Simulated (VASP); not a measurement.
# SrO in VASP: further runs

Runs on SrO. Level: PBE. Tasks: single point.

Program: VASP 6.6.1. These are calculated values, not measurements. Logs are shortened: lines on timing, memory, paths and dates and some standing lists are left out, and cuts for length are marked.

### 1 The cell of the first run

The typed cell holds 2 atoms: a = 3.634 Å, b = 3.634 Å, c = 3.634 Å, α = 60.00°, β = 60.00°, γ = 60.00°.

### 2 Single point, PBE (one atom moved)

Input file INCAR:

```
PREC = Accurate ; ENCUT = 520
EDIFF = 1E-6 ; ISMEAR = 0
SIGMA = 0.02 ; LREAL = False
LASPH = True ; NELM = 100
ALGO = Normal ; ISIF = 2
LWAVE = False ; LCHARG = True
GGA = PE ; LELF = True
LVHAR = True ; NBANDS = 15
```

Input file KPOINTS:

```
regular mesh
0
Gamma
  8 8 8
```

Input file POSCAR:

```
SrO
1.0
    0.0000000000      2.5698000000      2.5698000000
    2.5698000000      0.0000000000      2.5698000000
    2.5698000000      2.5698000000      0.0000000000
Sr O
1 1
Direct
    0.0000000000      0.0000000000      0.0000000000
    0.5071776014      0.4973791735      0.4736613744
```

Potentials or basis: VASP PAW PBE potentials, release 64 (Sr_sv, O).

Started as:

```console
$ cat potpaw_PBE.64/Sr_sv/POTCAR potpaw_PBE.64/O/POTCAR > POTCAR
$ mpirun -np 1 vasp_std > vasp.out
```

OUTCAR:

```text
PREC = Accurate
   ENCUT = 520
   EDIFF = 1E-6
   ISMEAR = 0
   LREAL = False
   LASPH = True
   NELM = 100
   ISIF = 2
   GGA = PE

 ion  position               nearest neighbor table
   1  0.000  0.000  0.000-   2 2.50   2 2.52   2 2.56   2 2.58   2 2.62   2 2.64
   2  0.507  0.497  0.474-   1 2.50   1 2.52   1 2.56   1 2.58   1 2.62   1 2.64

  LATTYP: Found a face centered cubic cell.
 ALAT       =     5.1396000000

  Lattice vectors:

 A1 = (   0.0000000000,   2.5698000000,   2.5698000000)
 A2 = (   2.5698000000,   0.0000000000,   2.5698000000)
 A3 = (   2.5698000000,   2.5698000000,   0.0000000000)

Analysis of symmetry for initial positions (statically):
=====================================================================
 Subroutine PRICEL returns:
 Original cell was already a primitive cell.

 Routine SETGRP: Setting up the symmetry group for a
 face centered cubic supercell.

 Subroutine GETGRP returns: Found  1 space group operations
 (whereof  1 operations were pure point group operations)
 out of a pool of 48 trial point group operations.

The static configuration has the point symmetry C_1 .

Analysis of symmetry for dynamics (positions and initial velocities):
=====================================================================
 Subroutine PRICEL returns:
 Original cell was already a primitive cell.

 Routine SETGRP: Setting up the symmetry group for a
 face centered cubic supercell.

 Subroutine GETGRP returns: Found  1 space group operations
 (whereof  1 operations were pure point group operations)
 out of a pool of 48 trial point group operations.

The dynamic configuration has the point symmetry C_1 .

 Subroutine INISYM returns: Found  1 space group operations
 (whereof  1 operations are pure point group operations),
 and found     1 'primitive' translations

----------------------------------------------------------------------------------------

                                     Primitive cell

  volume of cell :      33.9413

  direct lattice vectors                    reciprocal lattice vectors
     0.000000000  2.569800000  2.569800000    -0.194567671  0.194567671  0.194567671
     2.569800000  0.000000000  2.569800000     0.194567671 -0.194567671  0.194567671
     2.569800000  2.569800000  0.000000000     0.194567671  0.194567671 -0.194567671

  length of vectors
     3.634246013  3.634246013  3.634246013     0.337001091  0.337001091  0.337001091

  position of ions in fractional coordinates (direct lattice)
     0.000000000  0.000000000  0.000000000
     0.507177601  0.497379174  0.473661374

  ion indices of the primitive-cell ions
   primitive index   ion index
                 1           1
                 2           2

----------------------------------------------------------------------------------------

 KPOINTS: regular mesh

Automatic generation of k-mesh.
 Grid dimensions read from file:
 generate k-points for:    8    8    8

 Generating k-lattice:

  Cartesian coordinates                     Fractional coordinates (reciprocal lattice)
    -0.024320959  0.024320959  0.024320959     0.125000000  0.000000000  0.000000000
     0.024320959 -0.024320959  0.024320959     0.000000000  0.125000000  0.000000000
     0.024320959  0.024320959 -0.024320959     0.000000000  0.000000000  0.125000000

  Length of vectors
     0.042125136  0.042125136  0.042125136

  Shift w.r.t. Gamma in fractional coordinates (k-lattice)
     0.000000000  0.000000000  0.000000000

 Subroutine IBZKPT returns following result:
 ===========================================

 Found    260 irreducible k-points:

 Following reciprocal coordinates:
            Coordinates               Weight
  0.000000  0.000000  0.000000      1.000000
  0.125000  0.000000  0.000000      2.000000
  0.000000  0.125000  0.000000      2.000000
  0.000000  0.000000  0.125000      2.000000
  0.125000  0.125000  0.125000      2.000000
  0.250000  0.000000  0.000000      2.000000
[... 16 lines left out ...]
  0.125000  0.000000  0.250000      2.000000
  0.125000  0.125000 -0.125000      2.000000
 [... further k-points ...]
   k-points           NKPTS =    260   k-points in BZ     NKDIM =    260   number of bands    NBANDS=     15
   number of dos      NEDOS =    301   number of ions     NIONS =      2
   total plane-waves  NPLWV =  21952
   dimension x,y,z NGX =    28 NGY =   28 NGZ =   28
   dimension x,y,z NGXF=    56 NGYF=   56 NGZF=   56
   ions per type =               1   1
   NGX,Y,Z   is equivalent  to a cutoff of  12.81, 12.81, 12.81 a.u.
   NGXF,Y,Z  is equivalent  to a cutoff of  25.62, 25.62, 25.62 a.u.
 SYSTEM =  unknown system
   PREC   = accura    normal or accurate (medium, high low for compatibility)
   ISTART =      0    job   : 0-new  1-cont  2-samecut
   ICHARG =      2    charge: 1-file 2-atom 10-const
   ISPIN  =      1    spin polarized calculation?
   LNONCOLLINEAR =      F non collinear calculations
   LSORBIT =      F    spin-orbit coupling
   LASPH  =      T    aspherical Exc in radial PAW
   ENCUT  =  520.0 eV  38.22 Ry    6.18 a.u.   6.76  6.76  6.76*2*pi/ulx,y,z
   NELM   =    100;   NELMIN=  2; NELMDL= -5     # of ELM steps
   EDIFF  = 0.1E-05   stopping-criterion for ELM
   LREAL  =      F    real-space projection
   EDIFFG = 0.1E-04   stopping-criterion for IOM
   NSW    =      0    number of steps for IOM
   IBRION =     -1    ionic relax: 0-MD 1-quasi-New 2-CG
   NFREE  =      0    steps in history (QN), initial steepest desc. (CG)
   ISIF   =      2    stress and relaxation
   ISYM   =      2    0-nonsym 1-usesym 2-fastsym
   POTIM  = 0.5000    time-step for ionic-motion
   TEBEG  =    0.0;   TEEND  =   0.0 temperature during run
   PSTRESS=    0.0 pullay stress
   NELECT =      16.0000    total number of electrons
   NUPDOWN=      -1.0000    fix difference up-down
   EMIN   =  10.00;   EMAX   =-10.00  energy-range for DOS
   EFERMI =   0.00;   METHOD = LEGACY
   ISMEAR =     0;   SIGMA  =   0.02  broadening in eV -4-tet -1-fermi 0-gaus
   EFERMI_NEDOS =   21; number of points for ismear=-14 and -15
   IALGO  =     38    algorithm
   IMIX   =      4    mixing-type and parameters
     AMIX     =   0.40;   BMIX     =  1.00
     AMIX_MAG =   1.60;   BMIX_MAG =  1.00
  volume/ion in A,a.u.               =      16.97       114.52
  Fermi-wavevector in a.u.,A,eV,Ry     =   1.274106  2.407711 22.086959  1.623346
  Thomas-Fermi vector in A             =   2.406892
   LORBIT       =      0    0 simple, 1 ext, 2 COOP (PROOUT), +10 PAW based schemes
   GGA     = PE    functional components
   LHFCALC =     F    Hartree Fock is set to
   AEXX    =    0.0000 exact exchange contribution
   IVDW    =     0    specifies the selected vdW correction
   LEPSILON=     F    determine dielectric tensor
   LRPA    =     F    only Hartree local field effects (RPA)
 non-spin polarized calculation
 Gauss-broadening in eV      SIGMA  =   0.02
  energy-cutoff  :      520.00
  volume of cell :       33.94
 maximum number of plane-waves:       941
   NGX = 13   NGY = 13   NGZ = 13

 number of electron      16.0000001 magnetization

 Free energy of the ion-electron system (eV)
  ---------------------------------------------------
  ext. energy  EPLUGINS =         0.00000000
  ---------------------------------------------------
  free energy    TOTEN  =       -12.03084746 eV

  energy without entropy =      -12.03084746  energy(sigma->0) =      -12.03084746

 E-fermi :   1.7477     XC(G=0): -10.0311

 val. band max:        1.6503073487   @ k =   0.0000   0.0000   0.0000
 cond. band min:       4.9558949709   @ k =   0.0000   0.5000   0.5000
 fundamental gap:      3.3055876222
 Fermi energy:         1.7477142005

 k-point     1 :       0.0000    0.0000    0.0000
  band No.  band energies     occupation
      1     -30.7085      2.00000
      2     -13.4493      2.00000
      3     -12.3456      2.00000
      4     -12.3452      2.00000
      5     -12.3245      2.00000
      6       1.6440      2.00000
      7       1.6454      2.00000
      8       1.6503      2.00000
      9       5.6565      0.00000
     10       7.8860      0.00000
     11       7.9152      0.00000
     12       7.9244      0.00000
     13      10.0677      0.00000
     14      10.0968      0.00000
     15      14.3802      0.00000

 k-point     2 :       0.1250    0.0000    0.0000
  band No.  band energies     occupation
      1     -30.6884      2.00000
      2     -13.8078      2.00000
      3     -12.3644      2.00000
      4     -12.3578      2.00000
      5     -12.0088      2.00000
      6       1.1824      2.00000
      7       1.4548      2.00000
      8       1.4760      2.00000
      9       6.3510      0.00000
     10       7.7271      0.00000
     11       8.1994      0.00000
     12       8.2247      0.00000
     13      10.4819      0.00000
     14      10.5143      0.00000
     15      15.3758      0.00000

 k-point     3 :       0.0000    0.1250    0.0000
  band No.  band energies     occupation
      1     -30.6884      2.00000
      2     -13.8080      2.00000
      3     -12.3648      2.00000
      4     -12.3578      2.00000
      5     -12.0082      2.00000
      6       1.1817      2.00000
      7       1.4547      2.00000
      8       1.4773      2.00000
      9       6.3513      0.00000
     10       7.7243      0.00000
     11       8.2019      0.00000
     12       8.2232      0.00000
     13      10.4818      0.00000
     14      10.5154      0.00000
     15      15.3755      0.00000

 k-point     4 :       0.0000    0.0000    0.1250
  band No.  band energies     occupation
      1     -30.6885      2.00000
      2     -13.8049      2.00000
      3     -12.3595      2.00000
      4     -12.3578      2.00000
      5     -12.0166      2.00000
      6       1.1928      2.00000
      7       1.4536      2.00000
      8       1.4593      2.00000
      9       6.3474      0.00000
     10       7.7680      0.00000
     11       8.1922      0.00000
     12       8.2175      0.00000
     13      10.4771      0.00000
     14      10.5033      0.00000
     15      15.3793      0.00000
[... 307 lines left out ...]
 k-point    22 :       0.0000    0.2500    0.1250
  band No.  band energies     occupation
      1     -30.6427      2.00000
      2     -14.2198      2.00000
      3     -12.4522      2.00000
      4     -12.4334      2.00000
      5     -11.6789      2.00000
      6       0.4035      2.00000
      7       1.2740      2.00000
      8       1.3742      2.00000
      9       6.9312      0.00000
     10       7.4299      0.00000
     11       9.2380      0.00000
     12       9.3659      0.00000
     13      10.9001      0.00000
     14      11.7661      0.00000
     15      17.3764      0.00000

 k-point    23 :       0.1250    0.0000    0.2500
  band No.  band energies     occupation
      1     -30.6429      2.00000
      2     -14.2109      2.00000
      3     -12.4535      2.00000
      4     -12.4323      2.00000
      5     -11.6884      2.00000
      6       0.4017      2.00000
      7       1.2621      2.00000
      8       1.3739      2.00000
      9       6.9383      0.00000
     10       7.4480      0.00000
     11       9.2428      0.00000
     12       9.3783      0.00000
     13      10.8973      0.00000
     14      11.7424      0.00000
     15      17.3801      0.00000

 k-point    24 :       0.1250    0.1250   -0.1250
  band No.  band energies     occupation
      1     -30.6429      2.00000
      2     -14.2099      2.00000
      3     -12.4518      2.00000
      4     -12.4350      2.00000
      5     -11.6889      2.00000
      6       0.4034      2.00000
      7       1.2667      2.00000
      8       1.3703      2.00000
      9       6.9449      0.00000
     10       7.4532      0.00000
     11       9.2274      0.00000
     12       9.3571      0.00000
     13      10.9163      0.00000
     14      11.7415      0.00000
     15      17.3785      0.00000

 [... further k-points ...]
[... 5 lines left out ...]
  --------------------------------------------------------------------------------------
  -------------------------------------------------------------------------------------
  Total        0.8599290      0.7824025      0.7256605     -0.0130216      0.0019935      0.0031524
  in kB       40.5924428     36.9328514     34.2543780     -0.6146763      0.0941036      0.1488092
  external PRESSURE =      37.2598907 kB  Pullay stress =       0.0000000 kB

 VOLUME and BASIS-vectors are now :
 -----------------------------------------------------------------------------
  energy-cutoff  :      520.00
  volume of cell :       33.94
      direct lattice vectors                 reciprocal lattice vectors
     0.000000000  2.569800000  2.569800000    -0.194567671  0.194567671  0.194567671
     2.569800000  0.000000000  2.569800000     0.194567671 -0.194567671  0.194567671
     2.569800000  2.569800000  0.000000000     0.194567671  0.194567671 -0.194567671

 POSITION                                       TOTAL-FORCE (eV/Angst)
 -----------------------------------------------------------------------------------
      0.00000      0.00000      0.00000        -0.178563     -0.114618      0.026625
      2.49538      2.52056      2.58151         0.178563      0.114618     -0.026625
 -----------------------------------------------------------------------------------
    total drift:                               -0.000194     -0.000134      0.000071

  FREE ENERGIE OF THE ION-ELECTRON SYSTEM (eV)
  ---------------------------------------------------
  free  energy   TOTEN  =       -12.0308474574 eV

  energy  without entropy=      -12.0308474574  energy(sigma->0) =      -12.03084746
```

Wall time 57 s (1 thread of Intel Xeon 6975P-C (Granite Rapids), shared host); peak memory 0.26 GiB.

What came out:

* Free energy: -12.0308 eV
* Pressure: 3.7 GPa
* Largest force: 0.214 eV/Å
* Band gap on the k mesh: 3.31 eV, indirect (least direct gap 3.38 eV)

Forces on the atoms (eV/Å):
```
Sr  -0.179 -0.115  0.027
O    0.179  0.115 -0.027
```

Caveat: the cell differs from its parent crystal (one atom moved). A k mesh can miss the band edges.

### 3 Single point, PBE (strained)

Input file INCAR:

```
SYSTEM = SrO
PREC = Accurate
ENCUT = 520
EDIFF = 1E-6
ISMEAR = 0
SIGMA = 0.02
LREAL = .FALSE.
LASPH = .TRUE.
NELM = 60
ALGO = Normal
ISIF = 2
LWAVE = .FALSE.
LCHARG = .TRUE.
GGA = PE
LELF = .TRUE.
LVHAR = .TRUE.
NBANDS = 15
```

Input file KPOINTS:

```
regular mesh
0
G
  8 8 8
  0 0 0
```

Input file POSCAR:

```
SrO
1.0
    0.0308889960      2.6883448740      2.6711272140
    2.6121760020      0.0213550380      2.6806611720
    2.6458403820      2.7315432120     -0.0123093420
Sr O
1 1
Direct
    0.0000000000      0.0000000000      0.0000000000
    0.5000000000      0.5000000000      0.5000000000
```

Potentials or basis: VASP PAW PBE potentials, release 64 (Sr_sv, O).

Started as:

```console
$ cat potpaw_PBE.64/Sr_sv/POTCAR potpaw_PBE.64/O/POTCAR > POTCAR
$ mpirun -np 1 vasp_std > vasp.out
```

Run time: 62 s. Hardware: 1 thread of Intel Xeon 6975P-C (Granite Rapids), shared host; peak memory 0.27 GiB.

It converged, with:

| Quantity | Value |
| --- | --- |
| Free energy | -12.0037 eV |
| Pressure | -5.0 GPa |
| Band gap on the k mesh | 3.17 eV, indirect (least direct gap 3.18 eV) |

Stress tensor (GPa, compression positive):
```
-3.47 -1.32  0.08
-1.32 -5.90  0.42
 0.08  0.42 -5.54
```

Levels at points of the mesh, in eV from the valence-band top:
| k point | band 5 | band 6 | band 7 | band 8 | band 9 | band 10 | band 11 | band 12 |
| --- | --- | --- | --- | --- | --- | --- | --- | --- |
| (0.00, 0.00, 0.00) | -14.56 | -0.10 | -0.07 | 0.00 | 3.18 | 5.74 | 5.87 | 6.10 |
| (0.50, 0.00, 0.00) | -13.41 | -2.03 | -1.09 | -1.02 | 6.06 | 7.57 | 8.14 | 8.35 |
| (0.00, 0.50, 0.00) | -13.40 | -2.03 | -1.08 | -0.99 | 6.03 | 7.56 | 8.11 | 8.33 |
| (0.50, 0.50, 0.00) | -14.81 | -0.67 | -0.25 | -0.13 | 3.26 | 6.95 | 9.35 | 9.43 |
| (0.00, 0.00, 0.50) | -13.36 | -2.04 | -1.00 | -0.93 | 5.98 | 7.53 | 8.02 | 8.21 |
| (0.50, 0.00, 0.50) | -14.81 | -0.70 | -0.22 | -0.14 | 3.28 | 6.94 | 9.32 | 9.42 |
| (0.00, 0.50, 0.50) | -14.86 | -0.55 | -0.25 | -0.23 | 3.17 | 6.97 | 9.38 | 9.49 |
| (0.50, 0.50, 0.50) | -13.37 | -2.04 | -1.03 | -0.95 | 6.00 | 7.54 | 8.01 | 8.29 |

Caveat: the cell differs from its parent crystal (strained). A k mesh can miss the band edges.

### 4 Single point, PBE (strained)

Input file INCAR:

```
SYSTEM = SrO
PREC     = Accurate       ! precision mode
ENCUT    = 520            ! plane-wave cutoff, eV
EDIFF    = 1E-6           ! SCF threshold, eV
ISMEAR   = 0              ! smearing method
SIGMA    = 0.02           ! smearing width, eV
LREAL    = .False.        ! projectors in reciprocal space
LASPH    = .True.         ! aspherical terms in the spheres
NELM     = 60             ! most SCF steps
ALGO     = Normal         ! electronic algorithm
ISIF     = 2              ! what is computed and relaxed
LWAVE    = .False.        ! write WAVECAR
LCHARG   = .False.        ! write CHGCAR
GGA      = PE             ! functional
NBANDS   = 15             ! bands
```

Input file KPOINTS:

```
regular mesh
0
Gamma
  8 8 8
  0 0 0
```

Input file POSCAR:

```
SrO
1.0
    0.0000000000      2.4697833840      2.4697833840
    2.4697833840      0.0000000000      2.4697833840
    2.4697833840      2.4697833840      0.0000000000
Sr O
1 1
Direct
    0.0000000000      0.0000000000      0.0000000000
    0.5000000000      0.5000000000      0.5000000000
```

Started as:

```console
$ cat potpaw_PBE.64/Sr_sv/POTCAR potpaw_PBE.64/O/POTCAR > POTCAR
$ mpirun -np 1 vasp_std > vasp.out
```

It took 8.1 s on 1 thread of Intel Xeon 6975P-C (Granite Rapids), shared host; peak memory 0.16 GiB.

Results (log left out):

```yaml
Free_energy: -11.7887 eV
Pressure: 19.0 GPa
Band_gap_on_the_k_mesh: 3.14 eV, direct
```

Levels at points of the mesh, in eV from the valence-band top:
| k point | band 5 | band 6 | band 7 | band 8 | band 9 | band 10 | band 11 | band 12 |
| --- | --- | --- | --- | --- | --- | --- | --- | --- |
| (0.00, 0.00, 0.00) | -13.50 | -0.01 | -0.01 | -0.01 | 4.90 | 6.44 | 6.44 | 6.44 |
| (0.50, 0.00, 0.00) | -12.23 | -2.43 | -1.41 | -1.41 | 7.07 | 9.45 | 9.54 | 9.54 |
| (0.50, 0.50, 0.00) | -14.04 | -0.19 | 0.00 | 0.00 | 3.14 | 8.76 | 10.97 | 11.50 |

Caveat: the cell differs from its parent crystal (strained).

### 5 The runs side by side

| cell | gap on the mesh (eV) | pressure (GPa) |
| --- | --- | --- |
| a = 3.634 Å, angles 60.0°, 2 atoms | 3.31 | 3.7 |
| a = 3.790, b = 3.743, c = 3.803 Å, angles 60.8, 59.1, 59.0°, 2 atoms | 3.17 | -5.0 |
| a = 3.493 Å, angles 60.0°, 2 atoms | 3.14 | 19.0 |

Alike in all rows: task single point; level PBE; potentials or basis VASP PAW PBE potentials, release 64 (Sr_sv, O); no spin polarisation; k mesh 8 × 8 × 8; cutoff (eV) 520; smearing gaussian 0.02 eV.

Total energies depend on the potentials used, so only differences within one code and one set of settings carry meaning.
